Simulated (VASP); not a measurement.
# PbC (Cmmm) in VASP: relaxation of cell and atoms with PBE

Aim: the relaxation of cell and atoms of PbC with PBE.

All numbers are computed with VASP 6.6.1; they aren't measurements. Logs are shortened: lines on timing, memory, paths and dates and some standing lists are left out, and cuts for length are marked.

## 1. The cell of the first run

Symmetry: Cmmm, No. 65, orthorhombic system. Conventional cell: a = 4.178 Å, b = 4.380 Å, c = 5.874 Å, α = 90.00°, β = 90.00°, γ = 90.00°. Within 4.0 Å of Pb (site symmetry mmm) lie 4 Pb at 3.03 Å and 8 C at 3.60 to 3.66 Å. C (site symmetry mmm) has 4 C at 3.03 Å and 8 Pb at 3.60 to 3.66 Å within 4.0 Å.

The cell was built from a structure type or drawn by symmetry, and may not be a known phase.

## 2. Relaxation of cell and atoms, PBE

File INCAR:

```
SYSTEM = PbC
PREC     = Accurate       ! precision mode
ENCUT    = 600            ! plane-wave cutoff, eV
EDIFF    = 1E-6           ! SCF threshold, eV
ISMEAR   = 0              ! smearing method
SIGMA    = 0.2            ! smearing width, eV
LREAL    = .FALSE.        ! projectors in reciprocal space
LASPH    = .TRUE.         ! aspherical terms in the spheres
NELM     = 80             ! most SCF steps
ALGO     = Normal         ! electronic algorithm
ISIF     = 3              ! what is computed and relaxed
LWAVE    = .FALSE.        ! write WAVECAR
LCHARG   = .FALSE.        ! write CHGCAR
GGA      = PE             ! functional
IBRION   = 2              ! ionic algorithm
NSW      = 36             ! ionic steps
EDIFFG   = -0.08          ! ionic threshold
```

File KPOINTS:

```
Automatic mesh
0
G
  6 6 4
  0 0 0
```

File POSCAR:

```
PbC
1.0
    2.0892326200     -2.1899529900      0.0000000000
    2.0892326200      2.1899529900      0.0000000000
    0.0000000000      0.0000000000      5.8743846500
Pb C
1 1
Direct
    0.5000000000      0.5000000000      0.0000000000
    0.0000000000      0.0000000000      0.5000000000
```

Potentials or basis: VASP PAW PBE potentials, release 64 (Pb_d, C).

Run with:

```console
cat potpaw_PBE.64/Pb_d/POTCAR potpaw_PBE.64/C/POTCAR > POTCAR
mpirun -np 1 vasp_std > vasp.out
```

OUTCAR:

```text
SYSTEM = PbC
   PREC = Accurate
   ENCUT = 600
   EDIFF = 1E-6
   ISMEAR = 0
   LREAL = .FALSE.
   LASPH = .TRUE.
   NELM = 80
   ISIF = 3
   GGA = PE
   IBRION = 2
   NSW = 36
   EDIFFG = -0.08

 ion  position               nearest neighbor table
   1  0.500  0.500  0.000-
   2  0.000  0.000  0.500-

  LATTYP: Found a base centered orthorhombic cell.
 ALAT       =     4.1784652400
 B/A-ratio  =     1.0482092655
 C/A-ratio  =     1.4058713697

  Lattice vectors:

 A1 = (   2.0892326200,  -2.1899529900,   0.0000000000)
 A2 = (   2.0892326200,   2.1899529900,   0.0000000000)
 A3 = (   0.0000000000,   0.0000000000,   5.8743846500)

Analysis of symmetry for initial positions (statically):
=====================================================================
 Subroutine PRICEL returns:
 Original cell was already a primitive cell.

 Routine SETGRP: Setting up the symmetry group for a
 base centered orthorhombic supercell.

 Subroutine GETGRP returns: Found  8 space group operations
 (whereof  8 operations were pure point group operations)
 out of a pool of  8 trial point group operations.

The static configuration has the point symmetry D_2h.

Analysis of symmetry for dynamics (positions and initial velocities):
=====================================================================
 Subroutine PRICEL returns:
 Original cell was already a primitive cell.

 Routine SETGRP: Setting up the symmetry group for a
 base centered orthorhombic supercell.

 Subroutine GETGRP returns: Found  8 space group operations
 (whereof  8 operations were pure point group operations)
 out of a pool of  8 trial point group operations.

The dynamic configuration has the point symmetry D_2h.

 Subroutine INISYM returns: Found  8 space group operations
 (whereof  8 operations are pure point group operations),
 and found     1 'primitive' translations

----------------------------------------------------------------------------------------

                                     Primitive cell

  volume of cell :      53.7544

  direct lattice vectors                    reciprocal lattice vectors
     2.089232620 -2.189952990  0.000000000     0.239322321 -0.228315403  0.000000000
     2.089232620  2.189952990  0.000000000     0.239322321  0.228315403  0.000000000
     0.000000000  0.000000000  5.874384650     0.000000000  0.000000000  0.170230596

  length of vectors
     3.026679210  3.026679210  5.874384650     0.330761389  0.330761389  0.170230596

  position of ions in fractional coordinates (direct lattice)
     0.500000000  0.500000000  0.000000000
     0.000000000  0.000000000  0.500000000

  ion indices of the primitive-cell ions
   primitive index   ion index
                 1           1
                 2           2

----------------------------------------------------------------------------------------

 KPOINTS: Automatic mesh

Automatic generation of k-mesh.
 Grid dimensions read from file:
 generate k-points for:    6    6    4

 Generating k-lattice:

  Cartesian coordinates                     Fractional coordinates (reciprocal lattice)
     0.039887054 -0.038052567  0.000000000     0.166666667  0.000000000  0.000000000
     0.039887054  0.038052567  0.000000000     0.000000000  0.166666667  0.000000000
     0.000000000  0.000000000  0.042557649     0.000000000  0.000000000  0.250000000

  Length of vectors
     0.055126898  0.055126898  0.042557649

  Shift w.r.t. Gamma in fractional coordinates (k-lattice)
     0.000000000  0.000000000  0.000000000

 Subroutine IBZKPT returns following result:
 ===========================================

 Found     39 irreducible k-points:

 Following reciprocal coordinates:
            Coordinates               Weight
  0.000000  0.000000  0.000000      1.000000
  0.166667 -0.000000  0.000000      4.000000
  0.333333  0.000000  0.000000      4.000000
  0.500000  0.000000  0.000000      2.000000
  0.166667  0.166667  0.000000      2.000000
  0.333333  0.166667  0.000000      4.000000
[... 16 lines left out ...]
  0.333333  0.333333  0.250000      4.000000
  0.500000  0.333333  0.250000      8.000000
 [... further k-points ...]
   k-points           NKPTS =     39   k-points in BZ     NKDIM =     39   number of bands    NBANDS=     13
   number of dos      NEDOS =    301   number of ions     NIONS =      2
   total plane-waves  NPLWV =  27648
   dimension x,y,z NGX =    24 NGY =   24 NGZ =   48
   dimension x,y,z NGXF=    48 NGYF=   48 NGZF=   96
   ions per type =               1   1
   NGX,Y,Z   is equivalent  to a cutoff of  13.18, 13.18, 13.58 a.u.
   NGXF,Y,Z  is equivalent  to a cutoff of  26.36, 26.36, 27.17 a.u.
 SYSTEM =  PbC
   PREC   = accura    normal or accurate (medium, high low for compatibility)
   ISTART =      0    job   : 0-new  1-cont  2-samecut
   ICHARG =      2    charge: 1-file 2-atom 10-const
   ISPIN  =      1    spin polarized calculation?
   LNONCOLLINEAR =      F non collinear calculations
   LSORBIT =      F    spin-orbit coupling
   LASPH  =      T    aspherical Exc in radial PAW
   ENCUT  =  600.0 eV  44.10 Ry    6.64 a.u.   6.05  6.05 11.73*2*pi/ulx,y,z
   NELM   =     80;   NELMIN=  2; NELMDL= -5     # of ELM steps
   EDIFF  = 0.1E-05   stopping-criterion for ELM
   LREAL  =      F    real-space projection
   EDIFFG = -.8E-01   stopping-criterion for IOM
   NSW    =     36    number of steps for IOM
   IBRION =      2    ionic relax: 0-MD 1-quasi-New 2-CG
   NFREE  =      1    steps in history (QN), initial steepest desc. (CG)
   ISIF   =      3    stress and relaxation
   ISYM   =      2    0-nonsym 1-usesym 2-fastsym
   POTIM  = 0.5000    time-step for ionic-motion
   TEBEG  =    0.0;   TEEND  =   0.0 temperature during run
   PSTRESS=    0.0 pullay stress
   NELECT =      18.0000    total number of electrons
   NUPDOWN=      -1.0000    fix difference up-down
   EMIN   =  10.00;   EMAX   =-10.00  energy-range for DOS
   EFERMI =   0.00;   METHOD = LEGACY
   ISMEAR =     0;   SIGMA  =   0.20  broadening in eV -4-tet -1-fermi 0-gaus
   EFERMI_NEDOS =   21; number of points for ismear=-14 and -15
   IALGO  =     38    algorithm
   IMIX   =      4    mixing-type and parameters
     AMIX     =   0.40;   BMIX     =  1.00
     AMIX_MAG =   1.60;   BMIX_MAG =  1.00
  volume/ion in A,a.u.               =      26.88       181.38
  Fermi-wavevector in a.u.,A,eV,Ry     =   1.136827  2.148291 17.583835  1.292375
  Thomas-Fermi vector in A             =   2.273532
   LORBIT       =      0    0 simple, 1 ext, 2 COOP (PROOUT), +10 PAW based schemes
   GGA     = PE    functional components
   LHFCALC =     F    Hartree Fock is set to
   AEXX    =    0.0000 exact exchange contribution
   IVDW    =     0    specifies the selected vdW correction
   LEPSILON=     F    determine dielectric tensor
   LRPA    =     F    only Hartree local field effects (RPA)
 conjugate gradient relaxation of ions
 non-spin polarized calculation
 Gauss-broadening in eV      SIGMA  =   0.20
  energy-cutoff  :      600.00
  volume of cell :       53.75
 maximum number of plane-waves:      1828
   NGX = 13   NGY = 13   NGZ = 23

--------------------------------------- Ionic step        1  -------------------------------------------

 number of electron      18.0000004 magnetization

 Free energy of the ion-electron system (eV)
  ---------------------------------------------------
  ext. energy  EPLUGINS =         0.00000000
  ---------------------------------------------------
  free energy    TOTEN  =        -6.08359933 eV

  energy without entropy =       -6.03030235  energy(sigma->0) =       -6.05695084

 E-fermi :   3.1807     XC(G=0):  -9.0564

 val. band max:        3.1693574190   @ k =   0.3333   0.3333   0.2500
 cond. band min:       3.1883162904   @ k =   0.3333   0.3333   0.0000
 fundamental gap:      0.0189588714
 Fermi energy:         3.1807365158

 k-point     1 :       0.0000    0.0000    0.0000
  band No.  band energies     occupation
      1     -14.4564      2.00000
      2     -14.0744      2.00000
      3     -13.6154      2.00000
      4     -13.6044      2.00000
      5     -13.4983      2.00000
      6      -7.9221      2.00000
      7      -5.4563      2.00000
      8       0.2787      2.00000
      9       5.1036      0.00000
     10       5.2223      0.00000
     11       5.9396      0.00000
     12      10.6466      0.00000
[... 1244 lines left out ...]
 k-point    24 :       0.5000    0.3333    0.2500
  band No.  band energies     occupation
      1      -4.3569      2.00000
      2      -3.9726      2.00000
      3      -3.7804      2.00000
      4      -3.5102      2.00000
      5      -2.8710      2.00000
      6       4.1287      2.00000
      7       5.5521      2.00000
      8       9.3950      2.00000
      9      11.9902      2.00000
     10      13.2219      2.00000
     11      16.9549      0.00000
     12      18.8686      0.00000
     13      23.3857      0.00000

 [... further k-points ...]

[... ionic steps 4 to 19 ...]

--------------------------------------- Ionic step       20  -------------------------------------------

 number of electron      17.9999996 magnetization

------------------------ aborting loop because EDIFF is reached ----------------------------------------

  FORCE on cell =-STRESS in cart. coord.  units (eV):
  Direction    XX          YY          ZZ          XY          YZ          ZX
  --------------------------------------------------------------------------------------
  -------------------------------------------------------------------------------------
  Total        0.1565072     -0.2036052      0.0621905      0.0000000      0.0000000      0.0000000
  in kB        7.1946676     -9.3597708      2.8589111      0.0000000      0.0000000      0.0000000
  external PRESSURE =       0.2312693 kB  Pullay stress =       0.0000000 kB
[... 57 lines left out ...]
  energy  without entropy=       -8.2038407525  energy(sigma->0) =       -8.21915282

--------------------------------------- Ionic step       22  -------------------------------------------

 number of electron      18.0000000 magnetization

 Free energy of the ion-electron system (eV)
  ---------------------------------------------------
  ext. energy  EPLUGINS =         0.00000000
  ---------------------------------------------------
  free energy    TOTEN  =        -8.23709193 eV

  energy without entropy =       -8.20740033  energy(sigma->0) =       -8.22224613

 E-fermi :   7.5053     XC(G=0): -11.1333

 val. band max:        7.4309569349   @ k =   0.1667  -0.0000   0.2500
 cond. band min:       7.5257277168   @ k =   0.3333   0.1667   0.5000
 fundamental gap:      0.0947707819
 Fermi energy:         7.5052968802

 k-point     1 :       0.0000    0.0000    0.0000
  band No.  band energies     occupation
      1      -9.6998      2.00000
      2      -9.5058      2.00000
      3      -9.0510      2.00000
      4      -9.0170      2.00000
      5      -9.0163      2.00000
      6      -5.8632      2.00000
      7       3.1825      2.00000
      8       6.4280      2.00000
      9       6.4743      2.00000
     10       7.6043      0.48371
     11      14.8950      0.00000
     12      15.9963      0.00000
[... 398 lines left out ...]
  FREE ENERGIE OF THE ION-ELECTRON SYSTEM (eV)
  ---------------------------------------------------
  free  energy   TOTEN  =        -8.2370919302 eV

  energy  without entropy=       -8.2074003308  energy(sigma->0) =       -8.22224613

 reached required accuracy - stopping structural energy minimisation
```

It took 2.8 min on 1 thread of AMD EPYC 9R45 (Zen 5), shared host; peak memory 0.18 GiB.

What came out:

* Free energy: -8.2371 eV
* Relaxed volume: 17.46 Å³/atom
* Relaxed cell: a = 3.350 Å, b = 3.350 Å, c = 3.113 Å, α = 90.00°, β = 90.00°, γ = 90.29°
* Space group after relaxing (to 0.1 Å): P4/mmm (No. 123)
* Pressure after relaxing: 0.0 GPa
* Band gap on the k mesh: zero (bands 9 and 10 overlap by 2.52 eV)

Final structure:
```cif
data_structure
_symmetry_space_group_name_H-M 'P 1'
_symmetry_Int_Tables_number 1
_cell_length_a 3.3496
_cell_length_b 3.3496
_cell_length_c 3.1126
_cell_angle_alpha 90.000
_cell_angle_beta 90.000
_cell_angle_gamma 90.294
_cell_volume 34.92
loop_
_atom_site_label
_atom_site_type_symbol
_atom_site_fract_x
_atom_site_fract_y
_atom_site_fract_z
_atom_site_occupancy
Pb1 Pb 0.50000 0.50000 0.00000 1
C1 C 0.00000 0.00000 0.50000 1
```

Caveat: the volume moved by over 15 % at a fixed basis, so the end points are rough; spin-orbit coupling is left out, which moves the levels of the heavy elements.
